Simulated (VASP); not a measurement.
Set up this calculation in VASP 6.6.1, as the native input.

* Task: single point
* Functional: PBE
* Potentials or basis: VASP PAW PBE potentials, release 64 (Te)
* Cutoff: 520 eV
* k mesh: 8 × 8 × 11
* Occupations: fermi-dirac, width 0.1 eV
* Spin: no spin polarisation
* Dipole correction: no
* Further INCAR settings: ALGO = Normal; EDIFF = 1e-07; NBANDS = 16

The structure of Te lies in POSCAR:

```
Te
1.0
    5.3929286379      0.0000000000      0.0000000000
   -2.6964643190      4.6704132012      0.0000000000
    0.0000000000      0.0000000000      3.1842301393
Te
3
Direct
    1.0000000000      0.0000000000      0.0000000000
    0.3333333333      0.6666666667      0.5000000000
    0.6666666667      0.3333333333      0.5000000000
```

This cell differs from its parent crystal: volume scaled by 0.92.

One way to write it, as run:

INCAR

```
SYSTEM = Te
PREC = Accurate
ENCUT = 520
EDIFF = 1E-7
ISMEAR = -1
SIGMA = 0.1
LREAL = .False.
LASPH = .True.
NELM = 60
ALGO = Normal
ISIF = 2
LWAVE = .False.
LCHARG = .False.
GGA = PE
NBANDS = 16
```

KPOINTS

```
Automatic mesh
0
Gamma
  8 8 11
  0 0 0
```

Potentials or basis: VASP PAW PBE potentials, release 64 (Te).

The run is started by

```console
$ cat potpaw_PBE.64/Te/POTCAR > POTCAR
$ mpirun -np 1 vasp_std > vasp.out
```

It gave:

```
Pressure               : 5.0 GPa
Band gap on the k mesh : zero (band 9 reaches 11.94 eV, above the bottom of band 10 at 6.37 eV)
```

Caveat: spin-orbit coupling is left out, which moves the levels of the heavy elements.

Run time: 110 s on 1 thread of AMD EPYC 7R43 64-Core Processor (Zen 3), with other jobs on the host, peak memory 0.17 GiB.
